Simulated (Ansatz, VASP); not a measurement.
# Two plane-wave programs on Mg12H

```
Mg H
1.0
     6.42000    0.00000    0.00000
    -4.81500    8.33982    0.00000
     0.00000    0.00000    5.21304
Mg H
12 1
Direct
  0.99874 0.99917 0.00332
  0.16134 0.21974 0.50198
  0.99980 0.33290 0.00388
  0.16901 0.54833 0.49746
  0.00115 0.66738 0.99487
  0.17149 0.89768 0.49720
  0.50088 0.99936 0.00483
  0.66971 0.22325 0.50765
  0.49635 0.33078 0.00301
  0.65536 0.54921 0.49677
  0.50019 0.66673 0.00544
  0.66848 0.88898 0.50523
  0.00137 0.66713 0.60085
```

Alike in both runs: functional PBE; dispersion D3(BJ); k mesh 3 × 2 × 3; occupations gaussian, width 0.15 eV; no spin polarisation.

Ansatz relaxed the structure, and its values are those at the end. VASP's run is a single point on that final structure, the one shown.

|  | VASP | Ansatz |
| --- | --- | --- |
| version | VASP 6.6.1 | Ansatz 0.2.0 |
| potentials or method | VASP PAW PBE potentials, release 64 (Mg, H), cutoff 520 eV | scalar-relativistic, plane waves, PAW |
| valence electrons in the cell | 25 | 121 |

|  | VASP | Ansatz | Ansatz less VASP |
| --- | --- | --- | --- |
| rms of the force components (eV/Å) | 0.009 | 0.009 | 0.0000 |

VASP's potentials hold 25 valence electrons a cell and Ansatz's 121, so a difference there can come from the potentials and not from the codes.

The k mesh is coarse, so the values compare programs but aren't converged.
